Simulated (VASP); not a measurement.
# CuO (Cccm) in VASP: further runs

The runs below take CuO through single point, with PBEsol.

Program: VASP 6.6.1. These are calculated values, not measurements. Logs are shortened: lines on timing, memory, paths and dates and some standing lists are left out, and cuts for length are marked.

**1. The cell of the first run**

It takes space group Cccm (No. 66, orthorhombic). Conventional cell: a = 4.062 Å, b = 4.393 Å, c = 5.156 Å, α = 90.00°, β = 90.00°, γ = 90.00°. Cu (site symmetry 2/m) has 4 O at 1.97 Å within 2.6 Å. Within 2.6 Å of O (site symmetry 222) lie 4 Cu at 1.97 Å and 2 O at 2.58 Å.

**2. Single point, PBEsol**

Input file INCAR:

```
ALGO = Normal
EDIFF = 1E-7
ENCUT = 520
GGA = PS
ISIF = 2
ISMEAR = -1
LASPH = T
LCHARG = F
LREAL = F
LWAVE = F
NBANDS = 25
NELM = 80
PREC = Accurate
SIGMA = 0.05
```

Input file KPOINTS:

```
k-points
0
Gamma
  8 8 5
```

Input file POSCAR:

```
CuO
1.0
    2.0307873600     -2.1966210000      0.0000000000
    2.0307873600      2.1966210000      0.0000000000
    0.0000000000      0.0000000000      5.1559280000
Cu O
2 2
Direct
    0.5000000000      0.0000000000      0.0000000000
    0.0000000000      0.5000000000      0.5000000000
    0.5000000000      0.5000000000      0.2500000000
    0.5000000000      0.5000000000      0.7500000000
```

Potentials or basis: VASP PAW PBE potentials, release 64 (Cu, O).

Started as:

```console
> cat potpaw_PBE.64/Cu/POTCAR potpaw_PBE.64/O/POTCAR > POTCAR
> mpirun -np 1 vasp_std > vasp.out
```

OUTCAR:

```text
EDIFF = 1E-7
   ENCUT = 520
   GGA = PS
   ISIF = 2
   ISMEAR = -1
   LASPH = T
   LREAL = F
   NELM = 80
   PREC = Accurate

 ion  position               nearest neighbor table
   1  0.500  0.000  0.000-   3 1.97   4 1.97   3 1.97   4 1.97
   2  0.000  0.500  0.500-   3 1.97   4 1.97   3 1.97   4 1.97
   3  0.500  0.500  0.250-   1 1.97   2 1.97   1 1.97   2 1.97
   4  0.500  0.500  0.750-   1 1.97   2 1.97   1 1.97   2 1.97

  LATTYP: Found a base centered orthorhombic cell.
 ALAT       =     4.0615747200
 B/A-ratio  =     1.0816597755
 C/A-ratio  =     1.2694406371

  Lattice vectors:

 A1 = (   2.0307873600,  -2.1966210000,   0.0000000000)
 A2 = (   2.0307873600,   2.1966210000,   0.0000000000)
 A3 = (   0.0000000000,   0.0000000000,   5.1559280000)

Analysis of symmetry for initial positions (statically):
=====================================================================
 Subroutine PRICEL returns:
 Original cell was already a primitive cell.

 Routine SETGRP: Setting up the symmetry group for a
 base centered orthorhombic supercell.

 Subroutine GETGRP returns: Found  8 space group operations
 (whereof  4 operations were pure point group operations)
 out of a pool of  8 trial point group operations.

The static configuration has the point symmetry C_2h.
 The point group associated with its full space group is D_2h.

Analysis of symmetry for dynamics (positions and initial velocities):
=====================================================================
 Subroutine PRICEL returns:
 Original cell was already a primitive cell.

 Routine SETGRP: Setting up the symmetry group for a
 base centered orthorhombic supercell.

 Subroutine GETGRP returns: Found  8 space group operations
 (whereof  4 operations were pure point group operations)
 out of a pool of  8 trial point group operations.

The dynamic configuration has the point symmetry C_2h.
 The point group associated with its full space group is D_2h.

 Subroutine INISYM returns: Found  8 space group operations
 (whereof  4 operations are pure point group operations),
 and found     1 'primitive' translations

----------------------------------------------------------------------------------------

                                     Primitive cell

  volume of cell :      45.9999

  direct lattice vectors                    reciprocal lattice vectors
     2.030787360 -2.196621000  0.000000000     0.246209923 -0.227622334  0.000000000
     2.030787360  2.196621000  0.000000000     0.246209923  0.227622334  0.000000000
     0.000000000  0.000000000  5.155928000     0.000000000  0.000000000  0.193951506

  length of vectors
     2.991528225  2.991528225  5.155928000     0.335307700  0.335307700  0.193951506

  position of ions in fractional coordinates (direct lattice)
     0.500000000  1.000000000  0.000000000
     1.000000000  0.500000000  0.500000000
     0.500000000  0.500000000  0.250000000
     0.500000000  0.500000000  0.750000000

  ion indices of the primitive-cell ions
   primitive index   ion index
                 1           1
                 2           2
                 3           3
                 4           4

----------------------------------------------------------------------------------------

 KPOINTS: k-points

Automatic generation of k-mesh.
 Grid dimensions read from file:
 generate k-points for:    8    8    5

 Generating k-lattice:

  Cartesian coordinates                     Fractional coordinates (reciprocal lattice)
     0.030776240 -0.028452792  0.000000000     0.125000000 -0.000000000  0.000000000
     0.030776240  0.028452792  0.000000000    -0.000000000  0.125000000  0.000000000
     0.000000000  0.000000000  0.038790301     0.000000000  0.000000000  0.200000000

  Length of vectors
     0.041913462  0.041913462  0.038790301

  Shift w.r.t. Gamma in fractional coordinates (k-lattice)
     0.000000000  0.000000000  0.000000000

 Subroutine IBZKPT returns following result:
 ===========================================

 Found     63 irreducible k-points:

 Following reciprocal coordinates:
            Coordinates               Weight
  0.000000  0.000000  0.000000      1.000000
  0.125000 -0.000000  0.000000      4.000000
  0.250000 -0.000000  0.000000      4.000000
  0.375000  0.000000  0.000000      4.000000
  0.500000 -0.000000  0.000000      2.000000
  0.125000  0.125000  0.000000      2.000000
[... 16 lines left out ...]
  0.125000 -0.000000  0.200000      8.000000
  0.250000 -0.000000  0.200000      8.000000
 [... further k-points ...]
   k-points           NKPTS =     63   k-points in BZ     NKDIM =     63   number of bands    NBANDS=     25
   number of dos      NEDOS =    301   number of ions     NIONS =      4
   total plane-waves  NPLWV =  23040
   dimension x,y,z NGX =    24 NGY =   24 NGZ =   40
   dimension x,y,z NGXF=    48 NGYF=   48 NGZF=   80
   ions per type =               2   2
   NGX,Y,Z   is equivalent  to a cutoff of  13.34, 13.34, 12.90 a.u.
   NGXF,Y,Z  is equivalent  to a cutoff of  26.67, 26.67, 25.79 a.u.
 SYSTEM =  unknown system
   PREC   = accura    normal or accurate (medium, high low for compatibility)
   ISTART =      0    job   : 0-new  1-cont  2-samecut
   ICHARG =      2    charge: 1-file 2-atom 10-const
   ISPIN  =      1    spin polarized calculation?
   LNONCOLLINEAR =      F non collinear calculations
   LSORBIT =      F    spin-orbit coupling
   LASPH  =      T    aspherical Exc in radial PAW
   ENCUT  =  520.0 eV  38.22 Ry    6.18 a.u.   5.56  5.56  9.59*2*pi/ulx,y,z
   NELM   =     80;   NELMIN=  2; NELMDL= -5     # of ELM steps
   EDIFF  = 0.1E-06   stopping-criterion for ELM
   LREAL  =      F    real-space projection
   EDIFFG = 0.1E-05   stopping-criterion for IOM
   NSW    =      0    number of steps for IOM
   IBRION =     -1    ionic relax: 0-MD 1-quasi-New 2-CG
   NFREE  =      0    steps in history (QN), initial steepest desc. (CG)
   ISIF   =      2    stress and relaxation
   ISYM   =      2    0-nonsym 1-usesym 2-fastsym
   POTIM  = 0.5000    time-step for ionic-motion
   TEBEG  =    0.0;   TEEND  =   0.0 temperature during run
   PSTRESS=    0.0 pullay stress
   NELECT =      34.0000    total number of electrons
   NUPDOWN=      -1.0000    fix difference up-down
   EMIN   =  10.00;   EMAX   =-10.00  energy-range for DOS
   EFERMI =   0.00;   METHOD = LEGACY
   ISMEAR =    -1;   SIGMA  =   0.05  broadening in eV -4-tet -1-fermi 0-gaus
   EFERMI_NEDOS =   21; number of points for ismear=-14 and -15
   IALGO  =     38    algorithm
   IMIX   =      4    mixing-type and parameters
     AMIX     =   0.40;   BMIX     =  1.00
     AMIX_MAG =   1.60;   BMIX_MAG =  1.00
  volume/ion in A,a.u.               =      11.50        77.61
  Fermi-wavevector in a.u.,A,eV,Ry     =   1.480184  2.797142 29.809606  2.190944
  Thomas-Fermi vector in A             =   2.594249
   LORBIT       =      0    0 simple, 1 ext, 2 COOP (PROOUT), +10 PAW based schemes
   GGA     = PS    functional components
   LHFCALC =     F    Hartree Fock is set to
   AEXX    =    0.0000 exact exchange contribution
   IVDW    =     0    specifies the selected vdW correction
   LEPSILON=     F    determine dielectric tensor
   LRPA    =     F    only Hartree local field effects (RPA)
 non-spin polarized calculation
  energy-cutoff  :      520.00
  volume of cell :       46.00
 maximum number of plane-waves:      1256
 NGX is ok and might be reduce to    24
   NGX = 11   NGY = 11   NGZ = 19

 number of electron      34.0000020 magnetization

 Free energy of the ion-electron system (eV)
  ---------------------------------------------------
  ext. energy  EPLUGINS =         0.00000000
  ---------------------------------------------------
  free energy    TOTEN  =       -21.37955306 eV

  energy without entropy =      -21.36203873  energy(sigma->0) =      -21.37079589

 E-fermi :   4.2371     XC(G=0): -11.3829

 val. band max:        4.1930947140   @ k =   0.1250   0.1250   0.4000
 cond. band min:       4.2590284118   @ k =  -0.2500   0.1250   0.0000
 fundamental gap:      0.0659336978
 Fermi energy:         4.2371176907

 k-point     1 :       0.0000    0.0000    0.0000
  band No.  band energies     occupation
      1     -15.1542      2.00000
      2     -13.8588      2.00000
      3      -3.5338      2.00000
      4      -1.0365      2.00000
      5      -0.8740      2.00000
      6       0.7392      2.00000
[... 17 lines left out ...]
     24      18.4410      0.00000
     25      18.6958      0.00000

 k-point     2 :       0.1250   -0.0000    0.0000
  band No.  band energies     occupation
      1     -15.0801      2.00000
      2     -13.8371      2.00000
      3      -3.3995      2.00000
      4      -1.0541      2.00000
      5      -0.8752      2.00000
      6      -0.0790      2.00000
[... 17 lines left out ...]
     24      18.6290      0.00000
     25      18.7275      0.00000

 k-point     3 :       0.2500   -0.0000    0.0000
  band No.  band energies     occupation
      1     -14.8937      2.00000
      2     -13.7843      2.00000
      3      -3.0545      2.00000
      4      -1.2686      2.00000
      5      -1.1041      2.00000
      6      -0.8140      2.00000
[... 17 lines left out ...]
     24      18.3674      0.00000
     25      18.8127      0.00000

 k-point     4 :       0.3750    0.0000    0.0000
  band No.  band energies     occupation
      1     -14.6949      2.00000
      2     -13.7307      2.00000
      3      -2.6763      2.00000
      4      -2.1925      2.00000
      5      -1.0776      2.00000
      6      -0.7286      2.00000
[... 17 lines left out ...]
     24      17.1674      0.00000
     25      18.5068      0.00000

 k-point     5 :       0.5000   -0.0000    0.0000
  band No.  band energies     occupation
      1     -14.6085      2.00000
      2     -13.7083      2.00000
      3      -2.5609      2.00000
      4      -2.4842      2.00000
      5      -1.0176      2.00000
      6      -0.6903      2.00000
[... 17 lines left out ...]
     24      16.2920      0.00000
     25      18.3523      0.00000

 k-point     6 :       0.1250    0.1250    0.0000
  band No.  band energies     occupation
      1     -15.0021      2.00000
      2     -13.8135      2.00000
      3      -3.2575      2.00000
      4      -1.0828      2.00000
      5      -0.8833      2.00000
      6      -0.2805      2.00000
[... 17 lines left out ...]
     24      17.4580      0.00000
     25      18.6773      0.00000
[... 393 lines left out ...]
 k-point    21 :       0.5000    0.5000    0.0000
  band No.  band energies     occupation
      1     -14.1310      2.00000
      2     -13.6060      2.00000
      3      -2.2767      2.00000
      4      -1.9313      2.00000
      5      -1.2791      2.00000
      6      -0.6164      2.00000
[... 17 lines left out ...]
     24      15.3622      0.00000
     25      16.3564      0.00000

 k-point    22 :       0.0000    0.0000    0.2000
  band No.  band energies     occupation
      1     -15.0502      2.00000
      2     -14.0082      2.00000
      3      -3.1501      2.00000
      4      -1.0146      2.00000
      5      -0.8807      2.00000
      6       0.6117      2.00000
[... 17 lines left out ...]
     24      18.4810      0.00000
     25      18.5738      0.00000

 k-point    23 :       0.1250   -0.0000    0.2000
  band No.  band energies     occupation
      1     -14.9797      2.00000
      2     -13.9793      2.00000
      3      -3.0395      2.00000
      4      -1.0577      2.00000
      5      -0.8989      2.00000
      6      -0.0460      2.00000
[... 17 lines left out ...]
     24      18.5404      0.00000
     25      18.7765      0.00000

 k-point    24 :       0.2500   -0.0000    0.2000
  band No.  band energies     occupation
      1     -14.8039      2.00000
      2     -13.9067      2.00000
      3      -2.7619      2.00000
      4      -1.2904      2.00000
      5      -1.0400      2.00000
      6      -0.8616      2.00000
[... 17 lines left out ...]
     24      18.4871      0.00000
     25      18.9852      0.00000

 [... further k-points ...]

------------------------ aborting loop because EDIFF is reached ----------------------------------------

  FORCE on cell =-STRESS in cart. coord.  units (eV):
  Direction    XX          YY          ZZ          XY          YZ          ZX
  --------------------------------------------------------------------------------------
  -------------------------------------------------------------------------------------
  Total       -2.4680849     -3.0578699     -3.0838982     -0.0000000      0.0000000      0.0000000
  in kB      -85.9635313   -106.5057770   -107.4123426     -0.0000000      0.0000000      0.0000000
  external PRESSURE =     -99.9605503 kB  Pullay stress =       0.0000000 kB

 VOLUME and BASIS-vectors are now :
 -----------------------------------------------------------------------------
  energy-cutoff  :      520.00
  volume of cell :       46.00
      direct lattice vectors                 reciprocal lattice vectors
     2.030787360 -2.196621000  0.000000000     0.246209923 -0.227622334  0.000000000
     2.030787360  2.196621000  0.000000000     0.246209923  0.227622334  0.000000000
     0.000000000  0.000000000  5.155928000     0.000000000  0.000000000  0.193951506

 POSITION                                       TOTAL-FORCE (eV/Angst)
 -----------------------------------------------------------------------------------
      1.01539     -1.09831      0.00000        -0.000000     -0.000000      0.000000
      1.01539      1.09831      2.57796         0.000000     -0.000000      0.000000
      2.03079      0.00000      1.28898         0.000000      0.000000      0.000000
      2.03079      0.00000      3.86695         0.000000     -0.000000     -0.000000
 -----------------------------------------------------------------------------------
    total drift:                                0.000000     -0.000000     -0.000000

  FREE ENERGIE OF THE ION-ELECTRON SYSTEM (eV)
  ---------------------------------------------------
  free  energy   TOTEN  =       -21.3795530625 eV

  energy  without entropy=      -21.3620387257  energy(sigma->0) =      -21.37079589
```

It took 37 s on 1 thread of AMD EPYC 9R45 (Zen 5), shared host; peak memory 0.17 GiB.

Results:

```yaml
Free_energy: -21.3796 eV
Pressure: -10.0 GPa
Band_gap_on_the_k_mesh: zero (band 17 reaches 4.85 eV, above the bottom of band 18 at 3.99 eV)
```

Stress tensor (GPa, compression positive):
```
 -8.60   0.00   0.00
  0.00 -10.65   0.00
  0.00   0.00 -10.74
```

Levels at points of the mesh, in eV from the Fermi level:
```csv
k point,band 13,band 14,band 15,band 16,band 17,band 18,band 19,band 20,band 21,band 22
"(0.00, 0.00, 0.00)",-2.22,-2.18,-2.16,-1.72,0.61,0.79,1.29,5.95,7.17,12.81
"(0.50, 0.00, 0.00)",-2.16,-1.74,-1.47,-1.41,0.24,0.50,3.82,5.73,6.14,10.69
"(0.50, 0.50, 0.00)",-2.22,-2.22,-1.58,-1.16,-1.10,1.11,2.19,7.26,8.93,9.92
```

Caveat: the PAW data sets were made with another functional, which shifts forces and pressure a little; semilocal functionals often make such compounds metallic where correlation or magnetic order opens a gap, which also shifts bond lengths. With open d or f shells a metallic result of PBEsol can be an artefact of self-interaction; +U or a hybrid may open a gap.

**3. Single point, PBEsol**

This run uses another cell than the first one, of 10.39 Å³/atom, 0.903 times its volume.

Input file INCAR:

```
PREC = Accurate ; ENCUT = 520
EDIFF = 1E-6 ; ISMEAR = -1
SIGMA = 0.05 ; LREAL = False
LASPH = True ; NELM = 100
ALGO = Normal ; ISIF = 2
LWAVE = False ; LCHARG = False
GGA = PS ; NBANDS = 25
```

Input file KPOINTS:

```
Automatic mesh
0
Gamma
  9 9 5
```

Input file POSCAR:

```
CuO
1.0
    1.9503245957     -2.1095876644      0.0000000000
    1.9503245957      2.1095876644      0.0000000000
    0.0000000000      0.0000000000      5.0506754463
Cu O
2 2
Direct
    0.5000000000      0.0000000000      0.0000000000
    0.0000000000      0.5000000000      0.5000000000
    0.5000000000      0.5000000000      0.2500000000
    0.5000000000      0.5000000000      0.7500000000
```

Potentials or basis: VASP PAW PBE potentials, release 64 (Cu, O).

Started as:

```console
> cat potpaw_PBE.64/Cu/POTCAR potpaw_PBE.64/O/POTCAR > POTCAR
> mpirun -np 1 vasp_std > vasp.out
```

Run time: 52 s. Hardware: 1 thread of Intel Xeon 6975P-C, shared host; peak memory 0.2 GiB.

Results (log left out):

```
Free energy            : -21.4594 eV
Pressure               : 5.2 GPa
Band gap on the k mesh : zero (band 17 reaches 6.17 eV, above the bottom of band 18 at 5.25 eV)
```

Stress tensor (GPa, compression positive):
```
4.76 0.00 0.00
0.00 4.23 0.00
0.00 0.00 6.74
```

Levels at points of the mesh, in eV from the Fermi level:
```
           k point  band 14  band 15  band 16  band 17  band 18  band 19  band 20  band 21
(0.00, 0.00, 0.00)    -2.54    -2.47    -2.02     0.63     0.84     1.56     6.07     7.58
```

Caveat: the PAW data sets were made with another functional, which shifts forces and pressure a little; semilocal functionals often make such compounds metallic where correlation or magnetic order opens a gap, which also shifts bond lengths. With open d or f shells a metallic result of PBEsol can be an artefact of self-interaction; +U or a hybrid may open a gap.

**4. Single point, PBEsol**

This run uses another cell than the first one, of 10.61 Å³/atom, 0.923 times its volume.

Input file INCAR:

```
ALGO     = Normal         # electronic algorithm
EDIFF    = 1E-6           # SCF threshold, eV
ENCUT    = 520            # plane-wave cutoff, eV
GGA      = PS             # functional
ISIF     = 2              # what is computed and relaxed
ISMEAR   = -1             # smearing method
LASPH    = T              # aspherical terms in the spheres
LCHARG   = F              # write CHGCAR
LREAL    = F              # projectors in reciprocal space
LWAVE    = F              # write WAVECAR
NBANDS   = 25             # bands
NELM     = 80             # most SCF steps
PREC     = Accurate       # precision mode
SIGMA    = 0.05           # smearing width, eV
```

Input file KPOINTS:

```
k-points
0
Gamma
  9 9 5
```

Input file POSCAR:

```
CuO
1.0
    1.9640597285     -2.1244444051      0.0000000000
    1.9640597285      2.1244444051      0.0000000000
    0.0000000000      0.0000000000      5.0862447552
Cu O
2 2
Direct
    0.5000000000      0.0000000000      0.0000000000
    0.0000000000      0.5000000000      0.5000000000
    0.5000000000      0.5000000000      0.2500000000
    0.5000000000      0.5000000000      0.7500000000
```

Started as:

```console
> cat potpaw_PBE.64/Cu/POTCAR potpaw_PBE.64/O/POTCAR > POTCAR
> mpirun -np 1 vasp_std > vasp.out
```

Wall time 52 s (1 thread of Intel Xeon 6975P-C, shared host); peak memory 0.2 GiB.

It converged, with:

- Free energy: -21.4785 eV
- Pressure: 1.3 GPa
- Band gap on the k mesh: zero (band 17 reaches 5.88 eV, above the bottom of band 18 at 4.97 eV)

Stress tensor (GPa, compression positive):
```
1.49 0.00 0.00
0.00 0.61 0.00
0.00 0.00 1.73
```

Levels at points of the mesh, in eV from the Fermi level:
```tsv
k point	band 15	band 16	band 17	band 18	band 19	band 20
(0.00, 0.00, 0.00)	-2.40	-1.96	0.63	0.82	1.50	6.06
```

Caveat: the PAW data sets were made with another functional, which shifts forces and pressure a little; semilocal functionals often make such compounds metallic where correlation or magnetic order opens a gap, which also shifts bond lengths.

(Continued in part 2 of 2.)
